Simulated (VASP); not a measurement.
# GaCo (Immm) in VASP: single point with PBE

Aim: the single point of GaCo with PBE.

Everything below comes from runs of VASP 6.6.1. Logs are shortened: lines on timing, memory, paths and dates and some standing lists are left out, and cuts for length are marked.

## 1. The cell of the first run

It takes space group Immm (No. 71, orthorhombic). Conventional cell: a = 4.650 Å, b = 5.091 Å, c = 5.103 Å, α = 90.00°, β = 90.00°, γ = 90.00°. Within 2.1 Å of Ga (site symmetry mm2) lie 2 Co at 1.62 Å and 1 Ga at 1.82 Å. Within 2.1 Å of Co (site symmetry m2m) lie 2 Ga at 1.62 Å.

The cell was built from a structure type or drawn by symmetry, and may not be a known phase.

## 2. Single point, PBE, collinear spin, ferromagnetic start

File INCAR:

```
  ALGO = Fast
  EDIFF = 1E-7
  ENCUT = 520
  GGA = PE
  ISIF = 2
  ISMEAR = 0
  ISPIN = 2
  LASPH = True
  LCHARG = False
  LMAXMIX = 4
  LORBIT = 11
  LREAL = False
  LWAVE = False
  MAGMOM = 0 0 -3 -3
  NBANDS = 34
  NELM = 150
  PREC = Accurate
  SIGMA = 0.1
```

File KPOINTS:

```
k-points
0
Gamma
  6 6 6
```

File POSCAR:

```
GaCo
1.0
   -2.3250992500      2.5456811400      2.5513910600
    2.3250992500     -2.5456811400      2.5513910600
    2.3250992500      2.5456811400     -2.5513910600
Ga Co
2 2
Direct
    0.6779853000      0.6779853000      0.0000000000
    0.3220147000      0.3220147000      0.0000000000
    0.7622960400      0.5000000000      0.2622960400
    0.2377039600      0.5000000000      0.7377039600
```

Potentials or basis: VASP PAW PBE potentials, release 64 (Ga_d, Co).

Run with:

```sh
cat potpaw_PBE.64/Ga_d/POTCAR potpaw_PBE.64/Co/POTCAR > POTCAR
mpirun -np 1 vasp_std > vasp.out
```

OUTCAR:

```text
EDIFF = 1E-7
   ENCUT = 520
   GGA = PE
   ISIF = 2
   ISMEAR = 0
   ISPIN = 2
   LASPH = True
   LORBIT = 11
   LREAL = False
   NELM = 150
   PREC = Accurate

 ion  position               nearest neighbor table
   1  0.678  0.678  0.000-   3 1.62   4 1.62   2 1.82
   2  0.322  0.322  0.000-   4 1.62   3 1.62   1 1.82
   3  0.762  0.500  0.262-   1 1.62   2 1.62   4 2.42   4 2.67
   4  0.238  0.500  0.738-   2 1.62   1 1.62   3 2.42   3 2.67

  LATTYP: Found a body centered orthorhombic cell.
 ALAT       =     4.6501985000
 B/A-ratio  =     1.0948698814
 C/A-ratio  =     1.0973256561

  Lattice vectors:

 A1 = (  -2.3250992500,   2.5456811400,   2.5513910600)
 A2 = (   2.3250992500,  -2.5456811400,   2.5513910600)
 A3 = (   2.3250992500,   2.5456811400,  -2.5513910600)

Analysis of symmetry for initial positions (statically):
=====================================================================
 Subroutine PRICEL returns:
 Original cell was already a primitive cell.

 Routine SETGRP: Setting up the symmetry group for a
 body centered orthorhombic supercell.

 Subroutine GETGRP returns: Found  8 space group operations
 (whereof  8 operations were pure point group operations)
 out of a pool of  8 trial point group operations.

The static configuration has the point symmetry D_2h.

Analysis of symmetry for dynamics (positions and initial velocities):
=====================================================================
 Subroutine PRICEL returns:
 Original cell was already a primitive cell.

 Routine SETGRP: Setting up the symmetry group for a
 body centered orthorhombic supercell.

 Subroutine GETGRP returns: Found  8 space group operations
 (whereof  8 operations were pure point group operations)
 out of a pool of  8 trial point group operations.

The dynamic configuration has the point symmetry D_2h.

Analysis of structural, dynamic, and magnetic symmetry:
=====================================================================
 Subroutine PRICEL returns:
 Original cell was already a primitive cell.

 Routine SETGRP: Setting up the symmetry group for a
 body centered orthorhombic supercell.

 Subroutine GETGRP returns: Found  8 space group operations
 (whereof  8 operations were pure point group operations)
 out of a pool of  8 trial point group operations.

The overall configuration has the point symmetry D_2h.

 Subroutine INISYM returns: Found  8 space group operations
 (whereof  8 operations are pure point group operations),
 and found     1 'primitive' translations

----------------------------------------------------------------------------------------

                                     Primitive cell

  volume of cell :      60.4063

  direct lattice vectors                    reciprocal lattice vectors
    -2.325099250  2.545681140  2.551391060     0.000000000  0.196411087  0.195971526
     2.325099250 -2.545681140  2.551391060     0.215044584  0.000000000  0.195971526
     2.325099250  2.545681140 -2.551391060     0.215044584  0.196411087  0.000000000

  length of vectors
     4.289076279  4.289076279  4.289076279     0.277456581  0.290945033  0.291241288

  position of ions in fractional coordinates (direct lattice)
     0.677985300  0.677985300  0.000000000
     0.322014700  0.322014700  0.000000000
     0.762296040  0.500000000  0.262296040
     0.237703960  0.500000000  0.737703960

  ion indices of the primitive-cell ions
   primitive index   ion index
                 1           1
                 2           2
                 3           3
                 4           4

----------------------------------------------------------------------------------------

 KPOINTS: k-points

Automatic generation of k-mesh.
 Grid dimensions read from file:
 generate k-points for:    6    6    6

 Generating k-lattice:

  Cartesian coordinates                     Fractional coordinates (reciprocal lattice)
     0.000000000  0.032735181  0.032661921     0.166666667 -0.000000000  0.000000000
     0.035840764  0.000000000  0.032661921     0.000000000  0.166666667  0.000000000
     0.035840764  0.032735181  0.000000000     0.000000000 -0.000000000  0.166666667

  Length of vectors
     0.046242763  0.048490839  0.048540215

  Shift w.r.t. Gamma in fractional coordinates (k-lattice)
     0.000000000  0.000000000  0.000000000

 Subroutine IBZKPT returns following result:
 ===========================================

 Found     46 irreducible k-points:

 Following reciprocal coordinates:
            Coordinates               Weight
  0.000000  0.000000  0.000000      1.000000
  0.166667  0.000000 -0.000000      4.000000
  0.333333  0.000000  0.000000      4.000000
  0.500000  0.000000 -0.000000      2.000000
 -0.000000  0.166667  0.000000      4.000000
  0.166667  0.166667  0.000000      8.000000
[... 16 lines left out ...]
 -0.166667  0.166667  0.166667      2.000000
  0.166667  0.333333  0.166667      4.000000
 [... further k-points ...]
   k-points           NKPTS =     46   k-points in BZ     NKDIM =     46   number of bands    NBANDS=     34
   number of dos      NEDOS =    301   number of ions     NIONS =      4
   total plane-waves  NPLWV =  32768
   dimension x,y,z NGX =    32 NGY =   32 NGZ =   32
   dimension x,y,z NGXF=    64 NGYF=   64 NGZF=   64
   ions per type =               2   2
   NGX,Y,Z   is equivalent  to a cutoff of  12.40, 12.40, 12.40 a.u.
   NGXF,Y,Z  is equivalent  to a cutoff of  24.81, 24.81, 24.81 a.u.
 SYSTEM =  unknown system
   PREC   = accura    normal or accurate (medium, high low for compatibility)
   ISTART =      0    job   : 0-new  1-cont  2-samecut
   ICHARG =      2    charge: 1-file 2-atom 10-const
   ISPIN  =      2    spin polarized calculation?
   LNONCOLLINEAR =      F non collinear calculations
   LSORBIT =      F    spin-orbit coupling
   LASPH  =      T    aspherical Exc in radial PAW
   ENCUT  =  520.0 eV  38.22 Ry    6.18 a.u.   7.97  7.97  7.97*2*pi/ulx,y,z
   NELM   =    150;   NELMIN=  2; NELMDL= -5     # of ELM steps
   EDIFF  = 0.1E-06   stopping-criterion for ELM
   LREAL  =      F    real-space projection
   EDIFFG = 0.1E-05   stopping-criterion for IOM
   NSW    =      0    number of steps for IOM
   IBRION =     -1    ionic relax: 0-MD 1-quasi-New 2-CG
   NFREE  =      0    steps in history (QN), initial steepest desc. (CG)
   ISIF   =      2    stress and relaxation
   ISYM   =      2    0-nonsym 1-usesym 2-fastsym
   POTIM  = 0.5000    time-step for ionic-motion
   TEBEG  =    0.0;   TEEND  =   0.0 temperature during run
   PSTRESS=    0.0 pullay stress
   NELECT =      44.0000    total number of electrons
   NUPDOWN=      -1.0000    fix difference up-down
   EMIN   =  10.00;   EMAX   =-10.00  energy-range for DOS
   EFERMI =   0.00;   METHOD = LEGACY
   ISMEAR =     0;   SIGMA  =   0.10  broadening in eV -4-tet -1-fermi 0-gaus
   EFERMI_NEDOS =   21; number of points for ismear=-14 and -15
   IALGO  =     68    algorithm
   IMIX   =      4    mixing-type and parameters
     AMIX     =   0.40;   BMIX     =  1.00
     AMIX_MAG =   1.60;   BMIX_MAG =  1.00
  volume/ion in A,a.u.               =      15.10       101.91
  Fermi-wavevector in a.u.,A,eV,Ry     =   1.472985  2.783537 29.520339  2.169684
  Thomas-Fermi vector in A             =   2.587933
   LORBIT       =     11    0 simple, 1 ext, 2 COOP (PROOUT), +10 PAW based schemes
   GGA     = PE    functional components
   LHFCALC =     F    Hartree Fock is set to
   AEXX    =    0.0000 exact exchange contribution
   IVDW    =     0    specifies the selected vdW correction
   LEPSILON=     F    determine dielectric tensor
   LRPA    =     F    only Hartree local field effects (RPA)
 spin polarized calculation
 RMM-DIIS sequential band-by-band and
 Gauss-broadening in eV      SIGMA  =   0.10
  energy-cutoff  :      520.00
  volume of cell :       60.41
 maximum number of plane-waves:      1646
   NGX = 15   NGY = 15   NGZ = 15

 number of electron      43.9999996 magnetization      -0.0001351

 number of electron      43.9999996 magnetization       0.0000744

 Free energy of the ion-electron system (eV)
  ---------------------------------------------------
  ext. energy  EPLUGINS =         0.00000000
  ---------------------------------------------------
  free energy    TOTEN  =         8.74152812 eV

  energy without entropy =        8.75174425  energy(sigma->0) =        8.74663619

 E-fermi :   6.2384     XC(G=0): -11.1497

 val. band max:        6.2302196654   @ k =  -0.3333   0.3333   0.3333
 cond. band min:       6.2593836968   @ k =  -0.1667   0.3333   0.0000
 fundamental gap:      0.0291640314
 Fermi energy:         6.2383671121

 spin component 1

 k-point     1 :       0.0000    0.0000    0.0000
  band No.  band energies     occupation
      1     -11.9641      1.00000
      2     -11.0341      1.00000
      3     -10.5605      1.00000
      4      -9.8901      1.00000
      5      -9.8790      1.00000
      6      -9.7606      1.00000
[... 26 lines left out ...]
     33      15.9918      0.00000
     34      21.4419      0.00000
[... 820 lines left out ...]
      4      -9.8924      1.00000
      5      -9.8475      1.00000
      6      -9.7754      1.00000
[... 26 lines left out ...]
     33      18.4523      0.00000
     34      19.4005      0.00000

 [... further k-points ...]

 spin component 2

 k-point     1 :       0.0000    0.0000    0.0000
  band No.  band energies     occupation
      1     -11.9641      1.00000
      2     -11.0341      1.00000
      3     -10.5605      1.00000
      4      -9.8901      1.00000
      5      -9.8790      1.00000
      6      -9.7606      1.00000
[... 26 lines left out ...]
     33      15.9918      0.00000
     34      21.4873      0.00000
[... 820 lines left out ...]
      4      -9.8924      1.00000
      5      -9.8475      1.00000
      6      -9.7754      1.00000
[... 26 lines left out ...]
     33      18.4524      0.00000
     34      19.3989      0.00000

 [... further k-points ...]
[... 5 lines left out ...]
  --------------------------------------------------------------------------------------
  -------------------------------------------------------------------------------------
  Total       -5.8528462    106.0330833     76.4642997     -0.0000000      0.0000000      0.0000000
  in kB     -155.2369764   2812.3505345   2028.0879094     -0.0000000      0.0000000      0.0000000
  external PRESSURE =    1561.7338225 kB  Pullay stress =       0.0000000 kB

 VOLUME and BASIS-vectors are now :
 -----------------------------------------------------------------------------
  energy-cutoff  :      520.00
  volume of cell :       60.41
      direct lattice vectors                 reciprocal lattice vectors
    -2.325099250  2.545681140  2.551391060     0.000000000  0.196411087  0.195971526
     2.325099250 -2.545681140  2.551391060     0.215044584  0.000000000  0.195971526
     2.325099250  2.545681140 -2.551391060     0.215044584  0.196411087  0.000000000

 POSITION                                       TOTAL-FORCE (eV/Angst)
 -----------------------------------------------------------------------------------
      0.00000      0.00000      3.45961         0.000000     -0.000000     44.730175
      0.00000      0.00000      1.64317        -0.000000      0.000000    -44.730175
      0.00000      1.33544      2.55139        -0.000000     40.125426      0.000000
      2.32510      1.21024      0.00000         0.000000    -40.125426      0.000000
 -----------------------------------------------------------------------------------
    total drift:                               -0.000000     -0.000000      0.000000

  FREE ENERGIE OF THE ION-ELECTRON SYSTEM (eV)
  ---------------------------------------------------
  free  energy   TOTEN  =         8.7415281161 eV

  energy  without entropy=        8.7517442548  energy(sigma->0) =        8.74663619

 total charge

# of ion       s       p       d       tot
------------------------------------------
    1        1.248   1.453  10.439  13.140
    2        1.248   1.453  10.439  13.140
    3        0.619   0.569   8.313   9.502
    4        0.619   0.569   8.313   9.502
--------------------------------------------------
tot          3.734   4.046  37.504  45.283

 magnetization (x)

# of ion       s       p       d       tot
------------------------------------------
    1       -0.000  -0.000  -0.000  -0.000
    2       -0.000  -0.000  -0.000  -0.000
    3       -0.000  -0.000   0.000   0.000
    4       -0.000  -0.000   0.000   0.000
--------------------------------------------------
tot         -0.000  -0.000   0.000   0.000
```

It took 3 min on 1 thread of Intel Xeon Platinum 8559C (Emerald Rapids), shared host; peak memory 0.29 GiB.

What came out:

```yaml
Free_energy: 8.7415 eV
Pressure: 156.2 GPa
Largest_force: 44.730 eV/Å
Band_gap_on_the_k_mesh: zero (filled and empty bands overlap)
Net_moment: 0.00 μB per cell
```

Forces on the atoms (eV/Å):
```
Ga    0.000   0.000  44.730
Ga    0.000   0.000 -44.730
Co    0.000  40.125   0.000
Co    0.000 -40.125   0.000
```

Stress tensor (GPa, compression positive):
```
-15.52   0.00   0.00
  0.00 281.24   0.00
  0.00   0.00 202.81
```

Caveat: atoms lie so close that the PAW spheres overlap strongly, which falsifies energies and pressures; the cell stands under pressure; forces of over 1 eV/Å act on the atoms, so gaps and moduli don't describe the material at rest.
